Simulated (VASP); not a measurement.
Write the native input for VASP 6.6.1 that does the following.

```
Task                   : single point
Functional             : PBEsol
Potentials or basis    : VASP PAW PBE potentials, release 64 (Li_sv, F)
Cutoff                 : 520 eV
k mesh                 : 9 × 9 × 6
Occupations            : gaussian, width 0.02 eV
Spin                   : no spin polarisation
Dipole correction      : no
Further INCAR settings : ALGO = Normal; EDIFF = 1e-06; NBANDS = 18
```

The structure of LiF lies in POSCAR:

```
LiF
1.0
    3.0822439586      0.0000000000     -0.0036119090
   -1.5411219793      2.7366862175      0.0018059545
   -0.0056726430      0.0000000000      4.6134451701
Li F
2 2
Direct
    0.3098064319      0.6669373184      0.4043864320
    0.6428691235      0.3330626816      0.9043864320
    0.3754385330      0.7035526314      0.9706115680
    0.6718859116      0.2964473686      0.4706115680
```

This cell differs from its parent crystal: strained and its atoms moved.

The input as run:

INCAR

```
PREC = Accurate
ENCUT = 520
EDIFF = 1E-6
ISMEAR = 0
SIGMA = 0.02
LREAL = False
LASPH = True
NELM = 100
ALGO = Normal
ISIF = 2
LWAVE = False
LCHARG = False
GGA = PS
NBANDS = 18
```

KPOINTS

```
Automatic mesh
0
Gamma
  9 9 6
```

Potentials or basis: VASP PAW PBE potentials, release 64 (Li_sv, F).

The run is started by

```console
$ cat potpaw_PBE.64/Li_sv/POTCAR potpaw_PBE.64/F/POTCAR > POTCAR
$ mpirun -np 1 vasp_std > vasp.out
```

It gave:

| Property | Result |
| --- | --- |
| Largest force | 0.756 eV/Å |
| Band gap on the k mesh | 7.43 eV, direct |

Caveat: the cell differs from its parent crystal (strained and its atoms moved); the PAW data sets were made with another functional, which shifts forces and pressure a little.

Run time: 55 s on 1 thread of Intel(R) Xeon(R) Platinum 8488C (Sapphire Rapids), with other jobs on the host, peak memory 0.2 GiB.
